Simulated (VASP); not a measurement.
Sc: relaxation of cell and atoms with r2SCAN

Sc:

```
Sc
1.0
     3.28000    0.00000    0.00000
    -1.64000    2.84056    0.00000
     0.00000    0.00000    5.35624
Sc
2
Direct
  0.33333 0.66667 0.25000
  0.66667 0.33333 0.75000
```

```
Program                : VASP 6.6.1
Task                   : relaxation of cell and atoms
Functional             : r2SCAN
Potentials or basis    : VASP PAW PBE potentials, release 64 (Sc_sv)
Cutoff                 : 600 eV
k mesh                 : 8 × 8 × 4
Occupations            : methfessel-paxton, width 0.05 eV
Spin                   : no spin polarisation
Dipole correction      : no
Further INCAR settings : ALGO = Normal; EDIFF = 1e-06; IBRION = 2; EDIFFG = -0.03; NSW = 80; ISIF = 3
```

```yaml
Relaxed_volume: 24.90 Å³/atom
Relaxed_cell: a = 3.331 Å, b = 3.331 Å, c = 5.181 Å, α = 90.00°, β = 90.00°, γ = 120.00°
Space_group_after_relaxing_to_0.1_Å: P6_3/mmc (No. 194)
Energy_gained_by_relaxing: 9.2 meV/atom
Ionic_steps: 6
Pressure_after_relaxing: 0.0 GPa
Band_gap_on_the_k_mesh: zero (bands 11 and 12 overlap by 1.57 eV)
```

Stress tensor (GPa, compression positive):
```
-0.03  0.00  0.00
 0.00 -0.03  0.00
 0.00  0.00  0.05
```

Step by step:
```tsv
step	energy change (eV)	largest force (eV/Å)	pressure (GPa)	volume (Å³)
1	0.0000	0.0000	0.20	49.90
2	-0.0147	0.0000	-0.33	50.12
3	-0.0177	0.0000	-0.52	50.26
4	-0.0178	0.0000	-0.49	50.24
5	-0.0184	0.0000	0.17	49.64
6	-0.0185	0.0000	0.00	49.79
```

Final structure:
```
Sc
1.0
     3.33124    0.00000    0.00000
    -1.66562    2.88494    0.00000
     0.00000    0.00000    5.18132
Sc
2
Direct
  0.33333 0.66667 0.25000
  0.66667 0.33333 0.75000
```

Levels at points of the mesh, in eV from the Fermi level:
| k point | band 7 | band 8 | band 9 | band 10 | band 11 | band 12 | band 13 | band 14 |
| --- | --- | --- | --- | --- | --- | --- | --- | --- |
| (0.00, 0.00, 0.00) | -29.02 | -28.98 | -5.51 | -1.71 | 0.43 | 1.76 | 1.76 | 2.05 |
| (0.50, 0.00, 0.00) | -29.10 | -29.06 | -1.75 | -1.16 | -0.68 | -0.46 | 1.39 | 1.51 |
| (0.00, 0.00, 0.50) | -29.05 | -29.05 | -3.89 | -3.89 | 1.07 | 1.07 | 1.68 | 1.68 |
| (0.50, 0.00, 0.50) | -29.09 | -29.09 | -1.54 | -1.54 | 0.01 | 0.01 | 1.28 | 1.28 |

Run time: 12 min on 1 thread of Oxide Virtual Turin-like Processor (shared host), peak memory 0.18 GiB.

Caveat: the PAW data sets were made with another functional, which shifts forces and pressure a little.
